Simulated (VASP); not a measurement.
# GaSi62 (a cell with a defect) in VASP: notebook, part 2 of 2

VASP 6.6.1.

## (3) Single point, PBE, collinear spin, zero start

INCAR

```
  PREC = Accurate
  ENCUT = 520
  EDIFF = 1E-6
  ISMEAR = -1
  SIGMA = 0.05
  LREAL = Auto
  LASPH = True
  NELM = 150
  ALGO = Normal
  ISIF = 2
  LWAVE = False
  LCHARG = False
  ISPIN = 2
  MAGMOM = 0 0 0 0 0 0 0 0 0 0 0 0 0 0 0 0 0 0 0 0 0 0 0 0 0 0 0 0 0 0 0 0 0 0 0 0 0 0 0 0 0 0 0 0 0 0 0 0 0 0 0 0 0 0 0 0 0 0 0 0 0 0 0
  LORBIT = 11
  GGA = PE
  NBANDS = 172
```

KPOINTS

```
regular mesh
0
Gamma
  1 1 1
```

POSCAR

```
GaSi62
1.0
   10.8600000000      0.0000000000      0.0000000000
    0.0000000000     10.8600000000      0.0000000000
    0.0000000000      0.0000000000     10.8600000000
Si Ga
62 1
Direct
    0.4986678637     -0.0004952118      0.0010088398
    0.6252047882      0.1238121547      0.1260011050
    0.7495786372      0.2506321363      0.0012648250
    0.8754600368      0.3751883978      0.1238288214
    0.7506546041     -0.0013736648      0.2507647330
    0.8762342541      0.1223357274      0.3766783610
   -0.0012514733     -0.0017525783     -0.0023127993
    0.1259025783      0.1238367403      0.1236057090
    0.2489918969      0.2506074586     -0.0011512891
    0.3749340700      0.3743290055      0.1247164825
    0.4984487109      0.5004032228     -0.0012896869
    0.6253300184      0.6233599448      0.1235687845
    0.7513745856      0.7503711786     -0.0023422652
    0.8750860958      0.8742710866      0.1245794659
    0.2513118785     -0.0003112339      0.2481395028
    0.3759780847      0.1239356354      0.3751104052
    0.4999244936      0.2494720074      0.2498007366
    0.6255527624      0.3733696133      0.3751136280
    0.7496498158      0.4982091160      0.2480883057
    0.8748098527      0.6222979742      0.3725802026
    0.5008872007     -0.0012990792      0.5003918048
    0.6267116022      0.1225740331      0.6260086556
    0.7505697053      0.2482531308      0.5003631676
    0.8749876611      0.3744396869      0.6247107735
    0.7501021179     -0.0005470534      0.7569340700
    0.8747580110      0.1266233886      0.8767313996
   -0.0012655617      0.5032123389     -0.0042199816
    0.1238850829      0.6252154696      0.1233838858
    0.2460179558      0.7505342541     -0.0039875691
    0.3741704420      0.8738117864      0.1238697974
    0.0001176796      0.2496758748      0.2496878453
    0.1262648250      0.3754621547      0.3753958564
    0.2490374770      0.5003321363      0.2484073665
    0.3738279926      0.6232883978      0.3752831492
    0.4998547882      0.7494036832      0.2497232965
    0.6270801105      0.8731144567      0.3769642726
    0.0074888582     -0.0008173112      0.4997835175
    0.1269063536      0.1263697053      0.6248128913
    0.2512449355      0.2506135359      0.4996627072
    0.3740058932      0.3753260589      0.6252777164
    0.4984974217      0.4980110497      0.4993799263
    0.6226134438      0.6221659300      0.6248107735
    0.7500760589      0.7416872928      0.5001400552
    0.2480790055     -0.0018334254      0.7487423573
    0.3739138122      0.1237935543      0.8759457643
    0.4997079190      0.2497637201      0.7501066298
    0.6255314917      0.3754992634      0.8760981584
    0.7511219153      0.5012908840      0.7487135359
    0.8781940147      0.6303542357      0.8684967772
   -0.0002883057      0.7496930018      0.2493779926
    0.1272345304      0.8744129834      0.3725764273
   -0.0011590239      0.5013887661      0.5009278085
    0.1179298343      0.6310425414      0.6283732965
    0.2477271639      0.7502532228      0.5011649171
    0.3747910681      0.8742043278      0.6247970534
   -0.0002610497      0.2499942910      0.7495556169
    0.1242461326      0.3759294659      0.8737672192
    0.2458319521      0.5035707182      0.7482354512
    0.3733397790      0.6253881215      0.8737075506
    0.4995027624      0.7497143646      0.7495899632
    0.6231273481      0.8744792818      0.8767695212
    0.1190488029      0.8714440147      0.8688931860
    0.8756365562      0.8736325967      0.6252880295
```

Potentials or basis: VASP PAW PBE potentials, release 64 (Si, Ga_d).

Run with:

```sh
> cat potpaw_PBE.64/Si/POTCAR potpaw_PBE.64/Ga_d/POTCAR > POTCAR
> mpirun -np 1 vasp_gam > vasp.out
```

Run time: 14 min. Hardware: 1 thread of Intel Xeon Platinum 8259CL at 2.50GHz (Skylake/Cascade Lake), shared host; peak memory 1.4 GiB.

The run converged. Its results:

```yaml
Free_energy: -330.2398 eV
Pressure: 2.1 GPa
Largest_force: 0.025 eV/Å
Band_gap_on_the_k_mesh: 0.82 eV
Net_moment: -0.01 μB per cell
Valence_electrons_inside_the_program's_atomic_spheres: Si 1.70, 1.69, 1.71, 1.68, 1.64 (each value once); Ga 11.66
```

Forces on the atoms (eV/Å):
```
Si  -0.003  0.008  0.002
Si   0.009  0.001  0.000
Si  -0.006  0.001 -0.001
Si   0.001  0.001  0.004
Si  -0.006  0.004  0.007
Si  -0.006  0.003  0.004
Si   0.001  0.008  0.005
Si   0.002  0.002  0.007
Si   0.003  0.002 -0.001
Si   0.005  0.001  0.006
Si   0.005 -0.001  0.009
Si   0.004  0.002 -0.003
Si  -0.012 -0.004  0.010
Si  -0.007  0.004  0.005
Si  -0.002  0.005  0.005
Si   0.004 -0.001  0.005
Si   0.002 -0.004  0.002
Si  -0.006 -0.004 -0.003
Si  -0.003 -0.008  0.008
Si  -0.004 -0.002 -0.002
Si   0.004  0.007  0.000
Si  -0.004 -0.002 -0.008
Si   0.001  0.002 -0.003
Si  -0.006  0.003  0.000
Si  -0.008 -0.002  0.004
Si   0.003  0.004  0.005
Si  -0.002 -0.008  0.007
Si   0.004  0.002 -0.001
Si   0.004  0.008  0.006
Si   0.001  0.000  0.000
Si   0.004 -0.008 -0.005
Si  -0.003  0.000  0.007
Si   0.005 -0.005  0.004
Si   0.000 -0.001  0.006
Si  -0.002 -0.008 -0.001
Si   0.004  0.004 -0.002
Si  -0.008  0.005 -0.009
Si   0.006  0.010 -0.005
Si   0.003  0.003 -0.008
Si   0.000 -0.006 -0.003
Si   0.002 -0.002 -0.002
Si   0.003  0.000 -0.004
Si  -0.014  0.011 -0.018
Si   0.003  0.005  0.000
Si   0.004 -0.001  0.001
Si  -0.003 -0.007 -0.005
Si   0.004 -0.001  0.000
Si  -0.005 -0.012 -0.002
Si   0.003  0.010 -0.014
Si  -0.001 -0.004 -0.001
Si   0.000  0.008  0.001
Si   0.005 -0.006 -0.004
Si  -0.003  0.003 -0.005
Si   0.012  0.000 -0.005
Si   0.001  0.006 -0.006
Si  -0.004 -0.009 -0.005
Si  -0.001 -0.006  0.004
Si   0.005 -0.003  0.001
Si   0.001 -0.005  0.003
Si   0.004  0.000 -0.001
Si  -0.007  0.004 -0.004
Si  -0.009 -0.009 -0.011
Ga   0.015 -0.007  0.013
```

Stress tensor (GPa, compression positive):
```
 2.14  0.12 -0.10
 0.12  2.14  0.11
-0.10  0.11  2.14
```

Levels at points of the mesh, in eV from the valence-band top:
Spin up:
```tsv
k point	band 127	band 128	band 129	band 130	band 131	band 132	band 133	band 134
(0.00, 0.00, 0.00)	-0.66	-0.08	-0.08	0.00	0.83	0.83	0.94	0.96
```
Spin down:
```csv
k point,band 126,band 127,band 128,band 129,band 130,band 131,band 132,band 133,band 134,band 135
"(0.00, 0.00, 0.00)",-0.66,-0.66,-0.08,-0.08,0.00,0.82,0.83,0.94,0.96,0.96
```

Caveat: the k points lie up to 0.58 Å⁻¹ apart.
